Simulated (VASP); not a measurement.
# Li2Se (Fm-3m) in VASP: notebook

The runs below take Li2Se through single point, with PBE, r2SCAN.

All numbers are computed with VASP 6.6.1; they aren't measurements. Logs are shortened: lines on timing, memory, paths and dates and some standing lists are left out, and cuts for length are marked.

## (1) The cell of the first run

The structure is cubic, space group Fm-3m (No. 225). Conventional cell: a = 5.987 Å, b = 5.987 Å, c = 5.987 Å, α = 90.00°, β = 90.00°, γ = 90.00°. Se (site symmetry m-3m) has 8 Li at 2.59 Å within 3.4 Å. Within 3.4 Å of Li (site symmetry -43m) lie 4 Se at 2.59 Å and 6 Li at 2.99 Å.

## (2) Single point, PBE

The input, INCAR:

```
SYSTEM = Li2Se
ALGO = Normal
EDIFF = 1E-6
ENCUT = 750
GGA = PE
GGA_COMPAT = .FALSE.
ISIF = 2
ISMEAR = -1
LASPH = .TRUE.
LCHARG = .FALSE.
LREAL = .FALSE.
LWAVE = .FALSE.
NBANDS = 13
NELM = 120
PREC = Accurate
SIGMA = 0.02
```

The input, KPOINTS:

```
k-points
0
G
  8 8 8
  0 0 0
```

The input, POSCAR:

```
Li2Se
1.0
    0.0000000000      2.9935209417      2.9935209417
    2.9935209417      0.0000000000      2.9935209417
    2.9935209417      2.9935209417      0.0000000000
Se Li
1 2
Direct
    0.0000000000      0.0000000000      0.0000000000
    0.2500000000      0.2500000000      0.2500000000
    0.7500000000      0.7500000000      0.7500000000
```

Potentials or basis: VASP PAW PBE potentials, release 64 (Se, Li_sv).

The run is started by

```console
> cat potpaw_PBE.64/Se/POTCAR potpaw_PBE.64/Li_sv/POTCAR > POTCAR
> mpirun -np 1 vasp_std > vasp.out
```

OUTCAR:

```text
SYSTEM = Li2Se
   EDIFF = 1E-6
   ENCUT = 750
   GGA = PE
   ISIF = 2
   ISMEAR = -1
   LASPH = .TRUE.
   LREAL = .FALSE.
   NELM = 120
   PREC = Accurate

 ion  position               nearest neighbor table
   1  0.000  0.000  0.000-   3 2.59   3 2.59   3 2.59   2 2.59   3 2.59   2 2.59   2 2.59   2 2.59

   2  0.250  0.250  0.250-   1 2.59   1 2.59   1 2.59   1 2.59
   3  0.750  0.750  0.750-   1 2.59   1 2.59   1 2.59   1 2.59

  LATTYP: Found a face centered cubic cell.
 ALAT       =     5.9870418834

  Lattice vectors:

 A1 = (   0.0000000000,   2.9935209417,   2.9935209417)
 A2 = (   2.9935209417,   0.0000000000,   2.9935209417)
 A3 = (   2.9935209417,   2.9935209417,   0.0000000000)

Analysis of symmetry for initial positions (statically):
=====================================================================
 Subroutine PRICEL returns:
 Original cell was already a primitive cell.

 Routine SETGRP: Setting up the symmetry group for a
 face centered cubic supercell.

 Subroutine GETGRP returns: Found 48 space group operations
 (whereof 48 operations were pure point group operations)
 out of a pool of 48 trial point group operations.

The static configuration has the point symmetry O_h .

Analysis of symmetry for dynamics (positions and initial velocities):
=====================================================================
 Subroutine PRICEL returns:
 Original cell was already a primitive cell.

 Routine SETGRP: Setting up the symmetry group for a
 face centered cubic supercell.

 Subroutine GETGRP returns: Found 48 space group operations
 (whereof 48 operations were pure point group operations)
 out of a pool of 48 trial point group operations.

The dynamic configuration has the point symmetry O_h .

 Subroutine INISYM returns: Found 48 space group operations
 (whereof 48 operations are pure point group operations),
 and found     1 'primitive' translations

----------------------------------------------------------------------------------------

                                     Primitive cell

  volume of cell :      53.6509

  direct lattice vectors                    reciprocal lattice vectors
     0.000000000  2.993520942  2.993520942    -0.167027393  0.167027393  0.167027393
     2.993520942  0.000000000  2.993520942     0.167027393 -0.167027393  0.167027393
     2.993520942  2.993520942  0.000000000     0.167027393  0.167027393 -0.167027393

  length of vectors
     4.233477915  4.233477915  4.233477915     0.289299932  0.289299932  0.289299932

  position of ions in fractional coordinates (direct lattice)
[... 80 lines left out ...]
   NELM   =    120;   NELMIN=  2; NELMDL= -5     # of ELM steps
   EDIFF  = 0.1E-05   stopping-criterion for ELM
   LREAL  =      F    real-space projection
[... 7 lines left out ...]
   TEBEG  =    0.0;   TEEND  =   0.0 temperature during run
   PSTRESS=    0.0 pullay stress
   NELECT =      12.0000    total number of electrons
   NUPDOWN=      -1.0000    fix difference up-down
   EMIN   =  10.00;   EMAX   =-10.00  energy-range for DOS
   EFERMI =   0.00;   METHOD = LEGACY
   ISMEAR =    -1;   SIGMA  =   0.02  broadening in eV -4-tet -1-fermi 0-gaus
   EFERMI_NEDOS =   21; number of points for ismear=-14 and -15
   IALGO  =     38    algorithm
   IMIX   =      4    mixing-type and parameters
     AMIX     =   0.40;   BMIX     =  1.00
     AMIX_MAG =   1.60;   BMIX_MAG =  1.00
  volume/ion in A,a.u.               =      17.88       120.68
  Fermi-wavevector in a.u.,A,eV,Ry     =   0.993748  1.877911 13.436231  0.987535
  Thomas-Fermi vector in A             =   2.125651
   LORBIT       =      0    0 simple, 1 ext, 2 COOP (PROOUT), +10 PAW based schemes
   GGA     = PE    functional components
   LHFCALC =     F    Hartree Fock is set to
   AEXX    =    0.0000 exact exchange contribution
   IVDW    =     0    specifies the selected vdW correction
   LEPSILON=     F    determine dielectric tensor
   LRPA    =     F    only Hartree local field effects (RPA)
 non-spin polarized calculation
  energy-cutoff  :      750.00
  volume of cell :       53.65
 maximum number of plane-waves:      2541
 NGX is ok and might be reduce to    40
   NGX = 19   NGY = 19   NGZ = 19

 number of electron      12.0000003 magnetization

 Free energy of the ion-electron system (eV)
  ---------------------------------------------------
  ext. energy  EPLUGINS =         0.00000000
  ---------------------------------------------------
  free energy    TOTEN  =       -11.13043969 eV

  energy without entropy =      -11.13043969  energy(sigma->0) =      -11.13043969

 E-fermi :   1.4900     XC(G=0):  -8.2949

 val. band max:        1.0464005171   @ k =   0.0000   0.0000   0.0000
 cond. band min:       4.0141734900   @ k =   0.5000   0.5000   0.0000
 fundamental gap:      2.9677729729
 Fermi energy:         1.4900394492

 k-point     1 :       0.0000    0.0000    0.0000
  band No.  band energies     occupation
      1     -43.6504      2.00000
      2     -43.6257      2.00000
      3     -10.3666      2.00000
      4       1.0464      2.00000
      5       1.0464      2.00000
      6       1.0464      2.00000
      7       4.4676      0.00000
      8       6.6707      0.00000
      9       6.6707      0.00000
     10       6.6707      0.00000
     11      11.6537      0.00000
     12      11.6537      0.00000
     13      12.0017      0.00000
[... 354 lines left out ...]
  band No.  band energies     occupation
      1     -43.6376      2.00000
      2     -43.6375      2.00000
      3      -9.9369      2.00000
      4      -1.5897      2.00000
      5      -0.2735      2.00000
      6       0.1062      2.00000
      7       6.4619      0.00000
      8       6.8308      0.00000
      9       8.7154      0.00000
     10       9.4487      0.00000
     11      10.4547      0.00000
     12      11.8084      0.00000
     13      13.7150      0.00000

 [... further k-points ...]
[... 5 lines left out ...]
  --------------------------------------------------------------------------------------
  -------------------------------------------------------------------------------------
  Total        0.0892792      0.0892792      0.0892792      0.0000000      0.0000000      0.0000000
  in kB        2.6661463      2.6661463      2.6661463      0.0000000      0.0000000      0.0000000
  external PRESSURE =       2.6661463 kB  Pullay stress =       0.0000000 kB

 VOLUME and BASIS-vectors are now :
 -----------------------------------------------------------------------------
  energy-cutoff  :      750.00
  volume of cell :       53.65
      direct lattice vectors                 reciprocal lattice vectors
     0.000000000  2.993520942  2.993520942    -0.167027393  0.167027393  0.167027393
     2.993520942  0.000000000  2.993520942     0.167027393 -0.167027393  0.167027393
     2.993520942  2.993520942  0.000000000     0.167027393  0.167027393 -0.167027393

 POSITION                                       TOTAL-FORCE (eV/Angst)
 -----------------------------------------------------------------------------------
      0.00000      0.00000      0.00000        -0.000000     -0.000000     -0.000000
      1.49676      1.49676      1.49676        -0.000000      0.000000      0.000000
      4.49028      4.49028      4.49028         0.000000     -0.000000     -0.000000
 -----------------------------------------------------------------------------------
    total drift:                                0.000000     -0.000000      0.000000

  FREE ENERGIE OF THE ION-ELECTRON SYSTEM (eV)
  ---------------------------------------------------
  free  energy   TOTEN  =       -11.1304396868 eV

  energy  without entropy=      -11.1304396868  energy(sigma->0) =      -11.13043969
```

Run time: 25 s. Hardware: 1 thread of AMD EPYC 9R45 (Zen 5), shared host; peak memory 0.22 GiB.

Results:

```
Free energy            : -11.1304 eV
Pressure               : 0.3 GPa
Band gap on the k mesh : 2.97 eV (least direct gap 3.42 eV)
```

Caveat: the structure was generated, so it needn't be the stable form of Li2Se. A k mesh can miss the band edges.

## (3) Single point, r2SCAN

POSCAR is that of step 2.

The input, INCAR.step1:

```
SYSTEM = Li2Se
PREC     = Accurate       ! precision mode
ENCUT    = 830            ! plane-wave cutoff, eV
ISMEAR   = -1             ! smearing method
SIGMA    = 0.02           ! smearing width, eV
LREAL    = .False.        ! projectors in reciprocal space
LASPH    = .True.         ! aspherical terms in the spheres
NELM     = 120            ! most SCF steps
NBANDS   = 13             ! bands
GGA      = PE             ! functional
ALGO     = Normal         ! electronic algorithm
EDIFF    = 1E-5           ! SCF threshold, eV
LWAVE    = .True.         ! write WAVECAR
LCHARG   = .False.        ! write CHGCAR
GGA_COMPAT= .False.
```

The input, INCAR.step2:

```
SYSTEM = Li2Se
PREC     = Accurate       ! precision mode
ENCUT    = 830            ! plane-wave cutoff, eV
EDIFF    = 1E-6           ! SCF threshold, eV
ISMEAR   = -1             ! smearing method
SIGMA    = 0.02           ! smearing width, eV
LREAL    = .False.        ! projectors in reciprocal space
LASPH    = .True.         ! aspherical terms in the spheres
NELM     = 120            ! most SCF steps
ALGO     = Normal         ! electronic algorithm
ISIF     = 2              ! what is computed and relaxed
LWAVE    = .False.        ! write WAVECAR
LCHARG   = .True.         ! write CHGCAR
METAGGA  = R2SCAN         ! meta-GGA
LMIXTAU  = .True.       
LELF     = .True.         ! ELF
LVHAR    = .True.       
NBANDS   = 13             ! bands
ISTART   = 1            
GGA_COMPAT= .False.
```

The input, KPOINTS:

```
regular mesh
0
Gamma
  6 6 6
  0 0 0
```

Potentials or basis: VASP PAW PBE potentials, release 64 (Se, Li_sv).

The run is started by

```console
> cat potpaw_PBE.64/Se/POTCAR potpaw_PBE.64/Li_sv/POTCAR > POTCAR
> cp INCAR.step1 INCAR
> mpirun -np 1 vasp_std > vasp.out
> cp INCAR.step2 INCAR
> mpirun -np 1 vasp_std > vasp.out
```

OUTCAR:

```text
SYSTEM = Li2Se
   PREC = Accurate
   ENCUT = 830
   EDIFF = 1E-6
   ISMEAR = -1
   LREAL = .False.
   LASPH = .True.
   NELM = 120
   ISIF = 2
   METAGGA = R2SCAN
   ISTART = 1

 ion  position               nearest neighbor table
   1  0.000  0.000  0.000-   3 2.59   3 2.59   3 2.59   2 2.59   3 2.59   2 2.59   2 2.59   2 2.59

   2  0.250  0.250  0.250-   1 2.59   1 2.59   1 2.59   1 2.59
   3  0.750  0.750  0.750-   1 2.59   1 2.59   1 2.59   1 2.59

  LATTYP: Found a face centered cubic cell.
 ALAT       =     5.9870418834

  Lattice vectors:

 A1 = (   0.0000000000,   2.9935209417,   2.9935209417)
 A2 = (   2.9935209417,   0.0000000000,   2.9935209417)
 A3 = (   2.9935209417,   2.9935209417,   0.0000000000)

Analysis of symmetry for initial positions (statically):
=====================================================================
 Subroutine PRICEL returns:
 Original cell was already a primitive cell.

 Routine SETGRP: Setting up the symmetry group for a
 face centered cubic supercell.

 Subroutine GETGRP returns: Found 48 space group operations
 (whereof 48 operations were pure point group operations)
 out of a pool of 48 trial point group operations.

The static configuration has the point symmetry O_h .

Analysis of symmetry for dynamics (positions and initial velocities):
=====================================================================
 Subroutine PRICEL returns:
 Original cell was already a primitive cell.

 Routine SETGRP: Setting up the symmetry group for a
 face centered cubic supercell.

 Subroutine GETGRP returns: Found 48 space group operations
 (whereof 48 operations were pure point group operations)
 out of a pool of 48 trial point group operations.

The dynamic configuration has the point symmetry O_h .

 Subroutine INISYM returns: Found 48 space group operations
 (whereof 48 operations are pure point group operations),
 and found     1 'primitive' translations
[... 113 lines left out ...]
   METAGGA = R2SCAN    functional components
   LHFCALC =     F    Hartree Fock is set to
   AEXX    =    0.0000 exact exchange contribution
   IVDW    =     0    specifies the selected vdW correction
   LEPSILON=     F    determine dielectric tensor
   LRPA    =     F    only Hartree local field effects (RPA)
 non-spin polarized calculation
  energy-cutoff  :      830.00
  volume of cell :       53.65
 maximum number of plane-waves:      2929
   NGX = 19   NGY = 19   NGZ = 19

 number of electron      12.0000003 magnetization

 Free energy of the ion-electron system (eV)
  ---------------------------------------------------
  ext. energy  EPLUGINS =         0.00000000
  ---------------------------------------------------
  free energy    TOTEN  =       -23.43904840 eV

  energy without entropy =      -23.43904840  energy(sigma->0) =      -23.43904840

 E-fermi :   1.1437     XC(G=0):  -8.6545

 val. band max:        0.7533745195   @ k =   0.0000   0.0000   0.0000
 cond. band min:       4.2104098555   @ k =   0.5000   0.5000   0.0000
 fundamental gap:      3.4570353361
 Fermi energy:         1.1436965290

 k-point     1 :       0.0000    0.0000    0.0000
  band No.  band energies     occupation
      1     -45.3895      2.00000
      2     -45.3658      2.00000
      3     -11.0398      2.00000
      4       0.7534      2.00000
      5       0.7534      2.00000
      6       0.7534      2.00000
      7       4.9291      0.00000
      8       7.0641      0.00000
      9       7.0641      0.00000
     10       7.0641      0.00000
     11      11.9594      0.00000
     12      11.9594      0.00000
     13      12.6850      0.00000
[... 226 lines left out ...]
  band No.  band energies     occupation
      1     -45.3790      2.00000
      2     -45.3751      2.00000
      3     -10.5341      2.00000
      4      -1.3397      2.00000
      5      -0.9369      2.00000
      6      -0.9351      2.00000
      7       5.5116      0.00000
      8       8.6451      0.00000
      9       9.1066      0.00000
     10      10.9428      0.00000
     11      12.5154      0.00000
     12      13.4628      0.00000
     13      13.6579      0.00000

------------------------ aborting loop because EDIFF is reached ----------------------------------------

  FORCE on cell =-STRESS in cart. coord.  units (eV):
  Direction    XX          YY          ZZ          XY          YZ          ZX
  --------------------------------------------------------------------------------------
  -------------------------------------------------------------------------------------
  Total       -0.0532029     -0.0532029     -0.0532029      0.0000000      0.0000000      0.0000000
  in kB       -1.5888004     -1.5888004     -1.5888004      0.0000000      0.0000000      0.0000000
  external PRESSURE =      -1.5888004 kB  Pullay stress =       0.0000000 kB

 VOLUME and BASIS-vectors are now :
 -----------------------------------------------------------------------------
  energy-cutoff  :      830.00
  volume of cell :       53.65
      direct lattice vectors                 reciprocal lattice vectors
     0.000000000  2.993520942  2.993520942    -0.167027393  0.167027393  0.167027393
     2.993520942  0.000000000  2.993520942     0.167027393 -0.167027393  0.167027393
     2.993520942  2.993520942  0.000000000     0.167027393  0.167027393 -0.167027393

 POSITION                                       TOTAL-FORCE (eV/Angst)
 -----------------------------------------------------------------------------------
      0.00000      0.00000      0.00000        -0.000000      0.000000     -0.000000
      1.49676      1.49676      1.49676        -0.000000     -0.000000     -0.000000
      4.49028      4.49028      4.49028         0.000000      0.000000      0.000000
 -----------------------------------------------------------------------------------
    total drift:                                0.000000     -0.000000      0.000000

  FREE ENERGIE OF THE ION-ELECTRON SYSTEM (eV)
  ---------------------------------------------------
  free  energy   TOTEN  =       -23.4390483993 eV

  energy  without entropy=      -23.4390483993  energy(sigma->0) =      -23.43904840
```

OUTCAR.step1:

```text
SYSTEM = Li2Se
   PREC = Accurate
   ENCUT = 830
   ISMEAR = -1
   LREAL = .False.
   LASPH = .True.
[... 469 lines left out ...]
      0.00000      0.00000      0.00000        -0.000000     -0.000000      0.000000
      1.49676      1.49676      1.49676         0.000000      0.000000     -0.000000
      4.49028      4.49028      4.49028        -0.000000     -0.000000      0.000000
 -----------------------------------------------------------------------------------
    total drift:                                0.000000     -0.000000      0.000000

  FREE ENERGIE OF THE ION-ELECTRON SYSTEM (eV)
  ---------------------------------------------------
  free  energy   TOTEN  =       -11.1298850244 eV

  energy  without entropy=      -11.1298850244  energy(sigma->0) =      -11.12988502
```

OSZICAR.step1:

```text
N       E                     dE             d eps       ncg     rms          rms(c)
DAV:   1     0.582637833019E+02    0.58264E+02   -0.65754E+03   416   0.122E+03
DAV:   2    -0.317056755158E+01   -0.61434E+02   -0.57775E+02   502   0.240E+02
DAV:   3    -0.111494780431E+02   -0.79789E+01   -0.79326E+01   781   0.512E+01
DAV:   4    -0.113062108355E+02   -0.15673E+00   -0.15669E+00   532   0.104E+01
DAV:   5    -0.113106475140E+02   -0.44367E-02   -0.44366E-02   674   0.131E+00    0.276E+00
DAV:   6    -0.111360403966E+02    0.17461E+00   -0.23521E-01   497   0.189E+00    0.170E+00
DAV:   7    -0.111216601206E+02    0.14380E-01   -0.11290E-01   563   0.147E+00    0.741E-01
DAV:   8    -0.111297123768E+02   -0.80523E-02   -0.18563E-02   539   0.747E-01    0.260E-01
DAV:   9    -0.111296393675E+02    0.73009E-04   -0.36406E-04   591   0.123E-01    0.207E-01
DAV:  10    -0.111298782544E+02   -0.23889E-03   -0.75353E-04   466   0.133E-01    0.798E-02
DAV:  11    -0.111298850244E+02   -0.67701E-05   -0.48863E-05   582   0.430E-02
   1 F= -.11129885E+02 E0= -.11129885E+02  d E =-.303948E-14
```

Run time: 67 s. Hardware: 1 thread of AMD EPYC 9R45 (Zen 5), shared host; peak memory 0.23 GiB.

Results:

- Free energy: -23.4390 eV
- Pressure: -0.2 GPa
- Band gap on the k mesh: 3.46 eV (least direct gap 4.18 eV)

Caveat: the structure was generated, so it needn't be the stable form of Li2Se; the PAW data sets were made with another functional, which shifts forces and pressure a little.
